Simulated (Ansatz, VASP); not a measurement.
## Two plane-wave programs on AlAs

File INCAR:

```
PREC = Accurate
ENCUT = 500
EDIFF = 1E-6
ISMEAR = -1
SIGMA = 0.02
LREAL = False
LASPH = True
NELM = 120
ALGO = Normal
ISIF = 2
LWAVE = False
LCHARG = False
GGA = PE
NBANDS = 11
GGA_COMPAT = False
```

KPOINTS

```
Automatic mesh
0
Gamma
  8 8 8
```

Contents of POSCAR:

```
AlAs
1.0
    0.0000000000      2.7537568985      2.7537568985
    2.7537568985      0.0000000000      2.7537568985
    2.7537568985      2.7537568985      0.0000000000
Al As
1 1
Direct
    0.0000000000      0.0000000000      0.0000000000
    0.2500000000      0.2500000000      0.2500000000
```

Input for Ansatz:

```yaml
crystal:
  lattice:
    - [0.0, 2.7537568985, 2.7537568985]
    - [2.7537568985, 0.0, 2.7537568985]
    - [2.7537568985, 2.7537568985, 0.0]
  atoms:
    - { symbol: Al, position: [0.0, 0.0, 0.0] }
    - { symbol: As, position: [0.25, 0.25, 0.25] }
kpoints:
  mp_grid: { grid: [8, 8, 8] }
  band_path:
    path:
      - [0.0, 0.0, 0.0]
      - [-0.5, -0.5, 0.0]
      - [-0.375, -0.375, 0.25]
      - [-0.375, 0.0, 0.375]
      - [0.0, 0.0, 0.5]
      - [-0.5, -0.25, 0.25]
      - [0.0, 0.5, 0.5]
    npoints: 1
hamiltonian:
  xc: pbe
scf:
  occupations: { method: fermi_dirac, width: 0.02 }
  n_extra_bands: 4
output:
  forces: true
  stress: true
  eigenvalues: true
```

Change from the starting cell: hydrostatic strain -3.0%.

Alike in both runs: task single point; functional PBE; k mesh 8 × 8 × 8; occupations fermi-dirac, width 0.02 eV; no spin polarisation.

```csv
,VASP,Ansatz
version,VASP 6.6.1,Ansatz 0.2.0
potentials or method,"VASP PAW PBE potentials, release 64 (Al, As)","plane waves, PAW"
plane-wave cutoff (eV),500,420
valence electrons in the cell,8,18
```

Ansatz gave:

- gap on the k mesh at the Fermi level (eV): 1.29
- pressure (GPa): 10.2

Problem. Which values does VASP return?

Solution. gap on the k mesh at the Fermi level (eV): 1.28; pressure (GPa): 10.5.

VASP's potentials hold 8 valence electrons a cell and Ansatz's 18, so a difference there can come from the potentials and not from the codes.
